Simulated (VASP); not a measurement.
# Au (Fm-3m) in VASP: a series of runs

Runs on Au. Level: PBEsol. Tasks: single point.

All numbers are computed with VASP 6.6.1; they aren't measurements. Logs are shortened: lines on timing, memory, paths and dates and some standing lists are left out, and cuts for length are marked.

### Step 1. The cell of the first run

The structure is cubic, space group Fm-3m (No. 225). Conventional cell: a = 3.989 Å, b = 3.989 Å, c = 3.989 Å, α = 90.00°, β = 90.00°, γ = 90.00°. Au (site symmetry m-3m) has 12 Au at 2.82 Å within 3.7 Å.

### Step 2. Single point, PBEsol

Input file INCAR:

```
PREC = Accurate ; ENCUT = 500
EDIFF = 1E-6 ; ISMEAR = -1
SIGMA = 0.15 ; LREAL = False
LASPH = True ; NELM = 120
ALGO = Normal ; ISIF = 2
LWAVE = False ; LCHARG = True
GGA = PS ; LELF = True
LVHAR = True ; NBANDS = 12
GGA_COMPAT = False
```

Input file KPOINTS:

```
regular mesh
0
Gamma
  20 20 20
```

Input file POSCAR:

```
Au
1.0
    0.0000000000      1.9943825264      1.9943825264
    1.9943825264      0.0000000000      1.9943825264
    1.9943825264      1.9943825264      0.0000000000
Au
1
Direct
    0.0000000000      0.0000000000      0.0000000000
```

Potentials or basis: VASP PAW PBE potentials, release 64 (Au).

Launch:

```console
$ cat potpaw_PBE.64/Au/POTCAR > POTCAR
$ mpirun -np 1 vasp_std > vasp.out
```

OUTCAR:

```text
PREC = Accurate
   ENCUT = 500
   EDIFF = 1E-6
   ISMEAR = -1
   LREAL = False
   LASPH = True
   NELM = 120
   ISIF = 2
   GGA = PS

 ion  position               nearest neighbor table
   1  0.000  0.000  0.000-

  LATTYP: Found a face centered cubic cell.
 ALAT       =     3.9887650528

  Lattice vectors:

 A1 = (   0.0000000000,   1.9943825264,   1.9943825264)
 A2 = (   1.9943825264,   0.0000000000,   1.9943825264)
 A3 = (   1.9943825264,   1.9943825264,   0.0000000000)

Analysis of symmetry for initial positions (statically):
=====================================================================
 Subroutine PRICEL returns:
 Original cell was already a primitive cell.

 Routine SETGRP: Setting up the symmetry group for a
 face centered cubic supercell.

 Subroutine GETGRP returns: Found 48 space group operations
 (whereof 48 operations were pure point group operations)
 out of a pool of 48 trial point group operations.

The static configuration has the point symmetry O_h .

Analysis of symmetry for dynamics (positions and initial velocities):
=====================================================================
 Subroutine PRICEL returns:
 Original cell was already a primitive cell.

 Routine SETGRP: Setting up the symmetry group for a
 face centered cubic supercell.

 Subroutine GETGRP returns: Found 48 space group operations
 (whereof 48 operations were pure point group operations)
 out of a pool of 48 trial point group operations.

The dynamic configuration has the point symmetry O_h .

 Subroutine INISYM returns: Found 48 space group operations
 (whereof 48 operations are pure point group operations),
 and found     1 'primitive' translations

----------------------------------------------------------------------------------------

                                     Primitive cell

  volume of cell :      15.8656

  direct lattice vectors                    reciprocal lattice vectors
     0.000000000  1.994382526  1.994382526    -0.250704162  0.250704162  0.250704162
     1.994382526  0.000000000  1.994382526     0.250704162 -0.250704162  0.250704162
     1.994382526  1.994382526  0.000000000     0.250704162  0.250704162 -0.250704162

  length of vectors
     2.820482817  2.820482817  2.820482817     0.434232346  0.434232346  0.434232346

  position of ions in fractional coordinates (direct lattice)
     0.000000000  0.000000000  0.000000000

  ion indices of the primitive-cell ions
   primitive index   ion index
                 1           1

----------------------------------------------------------------------------------------

 KPOINTS: regular mesh

Automatic generation of k-mesh.
 Grid dimensions read from file:
 generate k-points for:   20   20   20

 Generating k-lattice:

  Cartesian coordinates                     Fractional coordinates (reciprocal lattice)
    -0.012535208  0.012535208  0.012535208     0.050000000  0.000000000  0.000000000
     0.012535208 -0.012535208  0.012535208     0.000000000  0.050000000  0.000000000
     0.012535208  0.012535208 -0.012535208     0.000000000  0.000000000  0.050000000

  Length of vectors
     0.021711617  0.021711617  0.021711617

  Shift w.r.t. Gamma in fractional coordinates (k-lattice)
     0.000000000  0.000000000  0.000000000

 Subroutine IBZKPT returns following result:
 ===========================================

 Found    256 irreducible k-points:

 Following reciprocal coordinates:
            Coordinates               Weight
  0.000000  0.000000  0.000000      1.000000
  0.050000  0.000000  0.000000      8.000000
  0.100000  0.000000  0.000000      8.000000
  0.150000  0.000000  0.000000      8.000000
  0.200000  0.000000  0.000000      8.000000
  0.250000  0.000000  0.000000      8.000000
[... 16 lines left out ...]
 -0.400000  0.050000  0.000000     24.000000
 -0.350000  0.050000  0.000000     24.000000
 [... further k-points ...]
   k-points           NKPTS =    256   k-points in BZ     NKDIM =    256   number of bands    NBANDS=     12
   number of dos      NEDOS =    301   number of ions     NIONS =      1
   total plane-waves  NPLWV =  13824
   dimension x,y,z NGX =    24 NGY =   24 NGZ =   24
   dimension x,y,z NGXF=    48 NGYF=   48 NGZF=   48
   ions per type =               1
   NGX,Y,Z   is equivalent  to a cutoff of  14.15, 14.15, 14.15 a.u.
   NGXF,Y,Z  is equivalent  to a cutoff of  28.29, 28.29, 28.29 a.u.
 SYSTEM =  unknown system
   PREC   = accura    normal or accurate (medium, high low for compatibility)
   ISTART =      0    job   : 0-new  1-cont  2-samecut
   ICHARG =      2    charge: 1-file 2-atom 10-const
   ISPIN  =      1    spin polarized calculation?
   LNONCOLLINEAR =      F non collinear calculations
   LSORBIT =      F    spin-orbit coupling
   LASPH  =      T    aspherical Exc in radial PAW
   ENCUT  =  500.0 eV  36.75 Ry    6.06 a.u.   5.14  5.14  5.14*2*pi/ulx,y,z
   NELM   =    120;   NELMIN=  2; NELMDL= -5     # of ELM steps
   EDIFF  = 0.1E-05   stopping-criterion for ELM
   LREAL  =      F    real-space projection
   EDIFFG = 0.1E-04   stopping-criterion for IOM
   NSW    =      0    number of steps for IOM
   IBRION =     -1    ionic relax: 0-MD 1-quasi-New 2-CG
   NFREE  =      0    steps in history (QN), initial steepest desc. (CG)
   ISIF   =      2    stress and relaxation
   ISYM   =      2    0-nonsym 1-usesym 2-fastsym
   POTIM  = 0.5000    time-step for ionic-motion
   TEBEG  =    0.0;   TEEND  =   0.0 temperature during run
   PSTRESS=    0.0 pullay stress
   NELECT =      11.0000    total number of electrons
   NUPDOWN=      -1.0000    fix difference up-down
   EMIN   =  10.00;   EMAX   =-10.00  energy-range for DOS
   EFERMI =   0.00;   METHOD = LEGACY
   ISMEAR =    -1;   SIGMA  =   0.15  broadening in eV -4-tet -1-fermi 0-gaus
   EFERMI_NEDOS =   21; number of points for ismear=-14 and -15
   IALGO  =     38    algorithm
   IMIX   =      4    mixing-type and parameters
     AMIX     =   0.40;   BMIX     =  1.00
     AMIX_MAG =   1.60;   BMIX_MAG =  1.00
  volume/ion in A,a.u.               =      15.87       107.07
  Fermi-wavevector in a.u.,A,eV,Ry     =   1.448952  2.738122 28.564905  2.099461
  Thomas-Fermi vector in A             =   2.566734
   LORBIT       =      0    0 simple, 1 ext, 2 COOP (PROOUT), +10 PAW based schemes
   GGA     = PS    functional components
   LHFCALC =     F    Hartree Fock is set to
   AEXX    =    0.0000 exact exchange contribution
   IVDW    =     0    specifies the selected vdW correction
   LEPSILON=     F    determine dielectric tensor
   LRPA    =     F    only Hartree local field effects (RPA)
 non-spin polarized calculation
  energy-cutoff  :      500.00
  volume of cell :       15.87
 maximum number of plane-waves:       415
 NGX is ok and might be reduce to    24
   NGX = 11   NGY = 11   NGZ = 11

 number of electron      11.0000002 magnetization

 Free energy of the ion-electron system (eV)
  ---------------------------------------------------
  ext. energy  EPLUGINS =         0.00000000
  ---------------------------------------------------
  free energy    TOTEN  =        -3.88596843 eV

  energy without entropy =       -3.86595046  energy(sigma->0) =       -3.87595945

 E-fermi :  10.5532     XC(G=0): -13.3122

 val. band max:       10.5097249170   @ k =   0.4500   0.4500   0.0000
 cond. band min:      10.5534350910   @ k =   0.5000   0.2500   0.1000
 fundamental gap:      0.0437101740
 Fermi energy:        10.5532202319

 k-point     1 :       0.0000    0.0000    0.0000
  band No.  band energies     occupation
      1      -0.1860      2.00000
      2       5.4335      2.00000
      3       5.4335      2.00000
      4       5.4335      2.00000
      5       7.1673      2.00000
      6       7.1673      2.00000
      7      24.8982      0.00000
      8      29.3071      0.00000
      9      29.3071      0.00000
     10      29.3071      0.00000
     11      34.4122      0.00000
     12      39.9313      0.00000

 k-point     2 :       0.0500    0.0000    0.0000
  band No.  band energies     occupation
      1      -0.0925      2.00000
      2       5.3993      2.00000
      3       5.4678      2.00000
      4       5.4678      2.00000
      5       7.1505      2.00000
      6       7.1505      2.00000
      7      25.0225      0.00000
      8      28.7148      0.00000
      9      29.4311      0.00000
     10      29.4311      0.00000
     11      34.9861      0.00000
     12      38.6425      0.00000

 k-point     3 :       0.1000    0.0000    0.0000
  band No.  band energies     occupation
      1       0.1820      2.00000
      2       5.3091      2.00000
      3       5.5599      2.00000
      4       5.5599      2.00000
      5       7.1122      2.00000
      6       7.1122      2.00000
      7      25.3516      0.00000
      8      27.4215      0.00000
      9      29.7900      0.00000
     10      29.7900      0.00000
     11      35.4160      0.00000
     12      37.7226      0.00000
[... 286 lines left out ...]
 k-point    23 :      -0.4000    0.0500    0.0000
  band No.  band energies     occupation
      1       2.5668      2.00000
      2       5.4129      2.00000
      3       5.4920      2.00000
      4       7.4021      2.00000
      5       8.2104      2.00000
      6       8.9729      1.99995
      7      15.7048      0.00000
      8      24.7059      0.00000
      9      27.8925      0.00000
     10      28.9653      0.00000
     11      35.5574      0.00000
     12      36.2330      0.00000

 k-point    24 :      -0.3500    0.0500    0.0000
  band No.  band energies     occupation
      1       2.5200      2.00000
      2       5.5047      2.00000
      3       5.5744      2.00000
      4       6.5523      2.00000
      5       7.8896      2.00000
      6       8.4761      2.00000
      7      17.5361      0.00000
      8      25.0841      0.00000
      9      28.3823      0.00000
     10      29.9970      0.00000
     11      34.4309      0.00000
     12      35.5486      0.00000

 [... further k-points ...]
[... 5 lines left out ...]
  --------------------------------------------------------------------------------------
  -------------------------------------------------------------------------------------
  Total        1.4513552      1.4513552      1.4513552     -0.0000000      0.0000000      0.0000000
  in kB      146.5645430    146.5645430    146.5645430     -0.0000000      0.0000000      0.0000000
  external PRESSURE =     146.5645430 kB  Pullay stress =       0.0000000 kB

 VOLUME and BASIS-vectors are now :
 -----------------------------------------------------------------------------
  energy-cutoff  :      500.00
  volume of cell :       15.87
      direct lattice vectors                 reciprocal lattice vectors
     0.000000000  1.994382526  1.994382526    -0.250704162  0.250704162  0.250704162
     1.994382526  0.000000000  1.994382526     0.250704162 -0.250704162  0.250704162
     1.994382526  1.994382526  0.000000000     0.250704162  0.250704162 -0.250704162

 POSITION                                       TOTAL-FORCE (eV/Angst)
 -----------------------------------------------------------------------------------
      0.00000      0.00000      0.00000         0.000000      0.000000     -0.000000
 -----------------------------------------------------------------------------------
    total drift:                               -0.000000      0.000000      0.000000

  FREE ENERGIE OF THE ION-ELECTRON SYSTEM (eV)
  ---------------------------------------------------
  free  energy   TOTEN  =        -3.8859684296 eV

  energy  without entropy=       -3.8659504613  energy(sigma->0) =       -3.87595945
```

Wall time 45 s (1 thread of Intel Xeon 8259CL, shared host); peak memory 0.18 GiB.

What came out:

```yaml
Free_energy: -3.8860 eV
Pressure: 14.7 GPa
Band_gap_on_the_k_mesh: zero (an odd number of electrons rules out a gap without spin polarisation)
```

Caveat: the cell stands under pressure; the PAW data sets were made with another functional, which shifts forces and pressure a little; spin-orbit coupling is left out, which moves the levels of the heavy elements.

(Continued in part 2 of 3.)
